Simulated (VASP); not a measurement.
Set up this calculation in VASP 6.6.1, as the native input.

```
Task                   : relaxation of cell and atoms
Functional             : revPBE
Dispersion             : D4
Potentials or basis    : VASP PAW PBE potentials, release 64 (Zr_sv)
Cutoff                 : 600 eV
k mesh                 : 9 × 9 × 5
Occupations            : fermi-dirac, width 0.05 eV
Spin                   : no spin polarisation
Dipole correction      : no
Further INCAR settings : ALGO = Normal; EDIFF = 1e-07; IBRION = 2; EDIFFG = -0.005; NSW = 80; ISIF = 3
```

The structure of Zr lies in POSCAR:

```
Zr
1.0
    3.2320000000      0.0000000000      0.0000000000
   -1.6160000000      2.7989941050      0.0000000000
    0.0000000000      0.0000000000      5.1470000000
Zr
2
Direct
    0.6666666667      0.3333333333      0.7500000000
    0.3333333333      0.6666666667      0.2500000000
```

These files were run (other wordings do the same):

INCAR

```
SYSTEM = Zr
PREC = Accurate ; ENCUT = 600
EDIFF = 1E-7 ; ISMEAR = -1
SIGMA = 0.05 ; LREAL = .FALSE.
LASPH = .TRUE. ; NELM = 60
ALGO = Normal ; ISIF = 3
LWAVE = .FALSE. ; LCHARG = .FALSE.
GGA = RE ; IVDW = 13
IBRION = 2 ; NSW = 80
EDIFFG = -0.005
```

KPOINTS

```
regular mesh
0
G
  9 9 5
  0 0 0
```

Potentials or basis: VASP PAW PBE potentials, release 64 (Zr_sv).

Command:

```bash
$ cat potpaw_PBE.64/Zr_sv/POTCAR > POTCAR
$ mpirun -np 1 vasp_std > vasp.out
```

It gave:

```json
{"Relaxed volume": "23.31 Å³/atom", "Relaxed cell": "a = 3.224 Å, b = 3.224 Å, c = 5.177 Å, α = 90.00°, β = 90.00°, γ = 120.00°", "Space group after relaxing (to 0.1 Å)": "P6_3/mmc (No. 194)", "Energy gained by relaxing": "0.3 meV/atom", "Ionic steps": "5", "Pressure after relaxing": "0.0 GPa", "Band gap on the k mesh": "zero (bands 12 and 13 overlap by 1.15 eV)", "Dispersion energy per atom": "-0.278 eV"}
```

Caveat: the PAW data sets were made with another functional, which shifts forces and pressure a little.

It took 3.1 min on 1 thread of Intel Xeon 8259CL, with other jobs on the host, peak memory 0.2 GiB.
